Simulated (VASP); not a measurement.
# NaCl (F-43m) in VASP: notebook

Runs on NaCl. Level: r2SCAN. Tasks: single point.

All numbers are computed with VASP 6.6.1; they aren't measurements. Logs are shortened: lines on timing, memory, paths and dates and some standing lists are left out, and cuts for length are marked.

### 1 The cell of the first run

Symmetry: F-43m, No. 216, cubic system. The conventional cell has a = 6.236 Å, b = 6.236 Å, c = 6.236 Å, α = 90.00°, β = 90.00°, γ = 90.00°. Na (site symmetry -43m) has 4 Cl at 2.70 Å within 3.6 Å. Within 3.6 Å of Cl (site symmetry -43m) lie 4 Na at 2.70 Å.

### 2 Single point, r2SCAN (volume changed by +3%)

POSCAR

```
NaCl
1.0
    0.0000000000      3.1178418323      3.1178418323
    3.1178418323      0.0000000000      3.1178418323
    3.1178418323      3.1178418323      0.0000000000
Na Cl
1 1
Direct
    0.0000000000      0.0000000000      0.0000000000
    0.2500000000      0.2500000000      0.2500000000
```

INCAR.step1

```
SYSTEM = NaCl
PREC = Accurate ; ENCUT = 520
ISMEAR = 0 ; SIGMA = 0.01
LREAL = .False. ; LASPH = .True.
NELM = 80 ; NBANDS = 14
GGA = PE ; ALGO = Normal
EDIFF = 1E-4 ; LWAVE = .True.
LCHARG = .False.
```

INCAR.step2

```
SYSTEM = NaCl
PREC = Accurate ; ENCUT = 520
EDIFF = 1E-7 ; ISMEAR = 0
SIGMA = 0.01 ; LREAL = .False.
LASPH = .True. ; NELM = 80
ALGO = Normal ; ISIF = 2
LWAVE = .False. ; LCHARG = .False.
METAGGA = R2SCAN ; LMIXTAU = .True.
NBANDS = 14 ; ISTART = 1
```

KPOINTS

```
Automatic mesh
0
Gamma
  6 6 6
  0 0 0
```

Potentials or basis: VASP PAW PBE potentials, release 64 (Na_pv, Cl).

Started as:

```bash
cat potpaw_PBE.64/Na_pv/POTCAR potpaw_PBE.64/Cl/POTCAR > POTCAR
cp INCAR.step1 INCAR
mpirun -np 1 vasp_std > vasp.out
cp INCAR.step2 INCAR
mpirun -np 1 vasp_std > vasp.out
```

OUTCAR:

```text
SYSTEM = NaCl
   PREC = Accurate
   ENCUT = 520
   EDIFF = 1E-7
   ISMEAR = 0
   LREAL = .False.
   LASPH = .True.
   NELM = 80
   ISIF = 2
   METAGGA = R2SCAN
   ISTART = 1

 ion  position               nearest neighbor table
   1  0.000  0.000  0.000-   2 2.70   2 2.70   2 2.70   2 2.70
   2  0.250  0.250  0.250-   1 2.70   1 2.70   1 2.70   1 2.70

  LATTYP: Found a face centered cubic cell.
 ALAT       =     6.2356836646

  Lattice vectors:

 A1 = (   0.0000000000,   3.1178418323,   3.1178418323)
 A2 = (   3.1178418323,   0.0000000000,   3.1178418323)
 A3 = (   3.1178418323,   3.1178418323,   0.0000000000)

Analysis of symmetry for initial positions (statically):
=====================================================================
 Subroutine PRICEL returns:
 Original cell was already a primitive cell.

 Routine SETGRP: Setting up the symmetry group for a
 face centered cubic supercell.

 Subroutine GETGRP returns: Found 24 space group operations
 (whereof 24 operations were pure point group operations)
 out of a pool of 48 trial point group operations.

The static configuration has the point symmetry T_d .

Analysis of symmetry for dynamics (positions and initial velocities):
=====================================================================
 Subroutine PRICEL returns:
 Original cell was already a primitive cell.

 Routine SETGRP: Setting up the symmetry group for a
 face centered cubic supercell.

 Subroutine GETGRP returns: Found 24 space group operations
 (whereof 24 operations were pure point group operations)
 out of a pool of 48 trial point group operations.

The dynamic configuration has the point symmetry T_d .

 Subroutine INISYM returns: Found 24 space group operations
 (whereof 24 operations are pure point group operations),
 and found     1 'primitive' translations

----------------------------------------------------------------------------------------

                                     Primitive cell

  volume of cell :      60.6167

  direct lattice vectors                    reciprocal lattice vectors
     0.000000000  3.117841832  3.117841832    -0.160367340  0.160367340  0.160367340
     3.117841832  0.000000000  3.117841832     0.160367340 -0.160367340  0.160367340
     3.117841832  3.117841832  0.000000000     0.160367340  0.160367340 -0.160367340

  length of vectors
     4.409294205  4.409294205  4.409294205     0.277764380  0.277764380  0.277764380

  position of ions in fractional coordinates (direct lattice)
     0.000000000  0.000000000  0.000000000
[... 80 lines left out ...]
   NELECT =      14.0000    total number of electrons
   NUPDOWN=      -1.0000    fix difference up-down
   EMIN   =  10.00;   EMAX   =-10.00  energy-range for DOS
   EFERMI =   0.00;   METHOD = LEGACY
   ISMEAR =     0;   SIGMA  =   0.01  broadening in eV -4-tet -1-fermi 0-gaus
   EFERMI_NEDOS =   21; number of points for ismear=-14 and -15
   IALGO  =     38    algorithm
   IMIX   =      4    mixing-type and parameters
     AMIX     =   0.40;   BMIX     =  1.00
     AMIX_MAG =   1.60;   BMIX_MAG =  1.00
  volume/ion in A,a.u.               =      30.31       204.53
  Fermi-wavevector in a.u.,A,eV,Ry     =   1.004431  1.898099 13.726667  1.008882
  Thomas-Fermi vector in A             =   2.137046
   LORBIT       =      0    0 simple, 1 ext, 2 COOP (PROOUT), +10 PAW based schemes
   METAGGA = R2SCAN    functional components
   LHFCALC =     F    Hartree Fock is set to
   AEXX    =    0.0000 exact exchange contribution
   IVDW    =     0    specifies the selected vdW correction
   LEPSILON=     F    determine dielectric tensor
   LRPA    =     F    only Hartree local field effects (RPA)
 non-spin polarized calculation
 Gauss-broadening in eV      SIGMA  =   0.01
  energy-cutoff  :      520.00
  volume of cell :       60.62
 maximum number of plane-waves:      1660
 NGX is ok and might be reduce to    36
   NGX = 17   NGY = 17   NGZ = 17

 number of electron      14.0000004 magnetization

 Free energy of the ion-electron system (eV)
  ---------------------------------------------------
  ext. energy  EPLUGINS =         0.00000000
  ---------------------------------------------------
  free energy    TOTEN  =       -13.55697703 eV

  energy without entropy =      -13.55697703  energy(sigma->0) =      -13.55697703

 E-fermi :  -2.8960     XC(G=0):  -7.1400

 val. band max:       -2.9465794469   @ k =   0.0000   0.0000   0.0000
 cond. band min:       2.5503316186   @ k =   0.0000   0.0000   0.0000
 fundamental gap:      5.4969110654
 Fermi energy:        -2.8960368142

 k-point     1 :       0.0000    0.0000    0.0000
  band No.  band energies     occupation
      1     -24.3163      2.00000
      2     -24.3159      2.00000
      3     -24.3159      2.00000
      4     -15.5789      2.00000
      5      -2.9466      2.00000
      6      -2.9466      2.00000
      7      -2.9466      2.00000
      8       2.5503      0.00000
      9       9.0311      0.00000
     10       9.0311      0.00000
     11       9.0315      0.00000
     12      10.7030      0.00000
     13      10.7030      0.00000
     14      13.0716      0.00000
[... 241 lines left out ...]
      1     -24.3286      2.00000
      2     -24.3204      2.00000
      3     -24.3193      2.00000
      4     -15.4037      2.00000
      5      -3.7044      2.00000
      6      -3.3969      2.00000
      7      -3.2624      2.00000
      8       5.0541      0.00000
      9       7.0771      0.00000
     10       8.1128      0.00000
     11       8.8614      0.00000
     12      11.4505      0.00000
     13      12.7011      0.00000
     14      12.9613      0.00000

------------------------ aborting loop because EDIFF is reached ----------------------------------------

  FORCE on cell =-STRESS in cart. coord.  units (eV):
  Direction    XX          YY          ZZ          XY          YZ          ZX
  --------------------------------------------------------------------------------------
  -------------------------------------------------------------------------------------
  Total       -0.2367382     -0.2367382     -0.2367382     -0.0000000     -0.0000000     -0.0000000
  in kB       -6.2572972     -6.2572972     -6.2572972     -0.0000000     -0.0000000     -0.0000000
  external PRESSURE =      -6.2572972 kB  Pullay stress =       0.0000000 kB

 VOLUME and BASIS-vectors are now :
 -----------------------------------------------------------------------------
  energy-cutoff  :      520.00
  volume of cell :       60.62
      direct lattice vectors                 reciprocal lattice vectors
     0.000000000  3.117841832  3.117841832    -0.160367340  0.160367340  0.160367340
     3.117841832  0.000000000  3.117841832     0.160367340 -0.160367340  0.160367340
     3.117841832  3.117841832  0.000000000     0.160367340  0.160367340 -0.160367340

 POSITION                                       TOTAL-FORCE (eV/Angst)
 -----------------------------------------------------------------------------------
      0.00000      0.00000      0.00000         0.000000      0.000000      0.000000
      1.55892      1.55892      1.55892         0.000000     -0.000000     -0.000000
 -----------------------------------------------------------------------------------
    total drift:                                0.000000      0.000000      0.000000

  FREE ENERGIE OF THE ION-ELECTRON SYSTEM (eV)
  ---------------------------------------------------
  free  energy   TOTEN  =       -13.5569770315 eV

  energy  without entropy=      -13.5569770315  energy(sigma->0) =      -13.55697703
```

It took 87 s on 1 thread of AMD EPYC 7R13 (Zen 3), shared host; peak memory 0.18 GiB.

Results:

```
Free energy            : -13.5570 eV
Pressure               : -0.6 GPa
Band gap on the k mesh : 5.50 eV, direct
```

Caveat: the PAW data sets were made with another functional, which shifts forces and pressure a little.

### 3 Single point, r2SCAN (volume changed by +6%)

POSCAR

```
NaCl
1.0
    0.0000000000      3.1478229199      3.1478229199
    3.1478229199      0.0000000000      3.1478229199
    3.1478229199      3.1478229199      0.0000000000
Na Cl
1 1
Direct
    0.0000000000      0.0000000000      0.0000000000
    0.2500000000      0.2500000000      0.2500000000
```

INCAR.step1

```
PREC = Accurate
ENCUT = 520
ISMEAR = 0
SIGMA = 0.01
LREAL = F
LASPH = T
NELM = 60
NBANDS = 14
GGA = PE
ALGO = Normal
EDIFF = 1E-4
LWAVE = T
LCHARG = F
```

INCAR.step2

```
PREC = Accurate
ENCUT = 520
EDIFF = 1E-6
ISMEAR = 0
SIGMA = 0.01
LREAL = F
LASPH = T
NELM = 60
ALGO = Normal
ISIF = 2
LWAVE = F
LCHARG = F
METAGGA = R2SCAN
LMIXTAU = T
NBANDS = 14
ISTART = 1
```

KPOINTS

```
Automatic mesh
0
Gamma
  6 6 6
```

Potentials or basis: VASP PAW PBE potentials, release 64 (Na_pv, Cl).

Started as:

```bash
cat potpaw_PBE.64/Na_pv/POTCAR potpaw_PBE.64/Cl/POTCAR > POTCAR
cp INCAR.step1 INCAR
mpirun -np 1 vasp_std > vasp.out
cp INCAR.step2 INCAR
mpirun -np 1 vasp_std > vasp.out
```

It took 80 s on 1 thread of AMD EPYC 7R13 (Zen 3), shared host; peak memory 0.18 GiB.

The run converged. Its results:

| Quantity | Value |
| --- | --- |
| Free energy | -13.5478 eV |
| Pressure | -1.1 GPa |
| Band gap on the k mesh | 5.43 eV, direct |

Levels at points of the mesh, in eV from the valence-band top:
```
           k point  band 3  band 4  band 5  band 6  band 7  band 8  band 9  band 10  band 11  band 12
(0.00, 0.00, 0.00)  -21.45  -12.60    0.00    0.00    0.00    5.43   11.89    11.89    11.89    13.57
(0.50, 0.00, 0.00)  -21.45  -12.48   -0.95   -0.08   -0.08    8.16    9.21    11.23    11.23    14.76
(0.50, 0.50, 0.00)  -21.45  -12.44   -0.86   -0.27   -0.27    7.45    9.70    11.14    13.66    13.66
```

Caveat: the PAW data sets were made with another functional, which shifts forces and pressure a little.
